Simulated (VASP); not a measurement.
Si:

```
Si
1.0
     0.00000    2.72402    2.72402
     2.72402    0.00000    2.72402
     2.72402    2.72402    0.00000
Si
2
Direct
  0.00000 0.00000 0.00000
  0.25000 0.25000 0.25000
```

Base run:

```yaml
Program: VASP 6.6.1
Functional: PBEsol
Potentials_or_basis: VASP PAW PBE potentials, release 64 (Si)
Cutoff: 520 eV
k_mesh: 8 × 8 × 8
Occupations: gaussian, width 0.01 eV
Spin: no spin polarisation
```

Its results: band gap on the k mesh 0.52 eV, indirect (least direct gap 2.51 eV); pressure -0.6 GPa.

Question: The run is repeated on the same cell with these changes: functional from PBEsol to PBE. What comes out?

Answer: Band gap on the k mesh 0.63 eV, indirect (least direct gap 2.56 eV); pressure 1.0 GPa.

PBE binds less tightly than PBEsol, so the same cell stands under more pressure.

Caveats: the PAW data sets were made with another functional, which shifts forces and pressure a little (some runs).

A k mesh can miss the band edges.
